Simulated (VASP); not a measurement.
Wanted: the native input for a VASP 6.6.1 run.

```
Task                   : single point
Functional             : r2SCAN
Potentials or basis    : VASP PAW PBE potentials, release 64 (Ag, Cl)
Cutoff                 : 520 eV
k mesh                 : 8 × 8 × 8
Occupations            : gaussian, width 0.01 eV
Spin                   : no spin polarisation
Dipole correction      : no
Further INCAR settings : ALGO = Normal; EDIFF = 1e-06; NBANDS = 16
```

The system is AgCl.

```
Ag Cl
1.0
     0.00000    2.93930    2.93930
     2.93930    0.00000    2.93930
     2.93930    2.93930    0.00000
Ag Cl
1 1
Direct
  0.00000 0.00000 0.00000
  0.50000 0.50000 0.50000
```

This cell differs from its parent crystal: strain +6.0%.

These files were run (other wordings do the same):

POSCAR

```
AgCl
1.0
    0.0000000000      2.9392975230      2.9392975230
    2.9392975230      0.0000000000      2.9392975230
    2.9392975230      2.9392975230      0.0000000000
Ag Cl
1 1
Direct
    0.0000000000      0.0000000000      0.0000000000
    0.5000000000      0.5000000000      0.5000000000
```

INCAR.step1

```
SYSTEM = AgCl
PREC = Accurate
ENCUT = 520
ISMEAR = 0
SIGMA = 0.01
LREAL = .False.
LASPH = .True.
NELM = 80
NBANDS = 16
GGA = PE
ALGO = Normal
EDIFF = 1E-4
LWAVE = .True.
LCHARG = .False.
```

INCAR.step2

```
SYSTEM = AgCl
PREC = Accurate
ENCUT = 520
EDIFF = 1E-6
ISMEAR = 0
SIGMA = 0.01
LREAL = .False.
LASPH = .True.
NELM = 80
ALGO = Normal
ISIF = 2
LWAVE = .False.
LCHARG = .False.
METAGGA = R2SCAN
LMIXTAU = .True.
NBANDS = 16
ISTART = 1
```

KPOINTS

```
regular mesh
0
Gamma
  8 8 8
  0 0 0
```

Potentials or basis: VASP PAW PBE potentials, release 64 (Ag, Cl).

Run with:

```sh
$ cat potpaw_PBE.64/Ag/POTCAR potpaw_PBE.64/Cl/POTCAR > POTCAR
$ cp INCAR.step1 INCAR
$ mpirun -np 1 vasp_std > vasp.out
$ cp INCAR.step2 INCAR
$ mpirun -np 1 vasp_std > vasp.out
```

It gave:

```json
{
  "Pressure": "-5.7 GPa",
  "Band gap on the k mesh": "1.49 eV, indirect (least direct gap 3.22 eV)"
}
```

Caveat: the cell differs from its parent crystal (strain +6.0%); the PAW data sets were made with another functional, which shifts forces and pressure a little.

Run time: 62 s on 1 thread of Intel Xeon 6975P-C, on a shared host, peak memory 0.19 GiB.
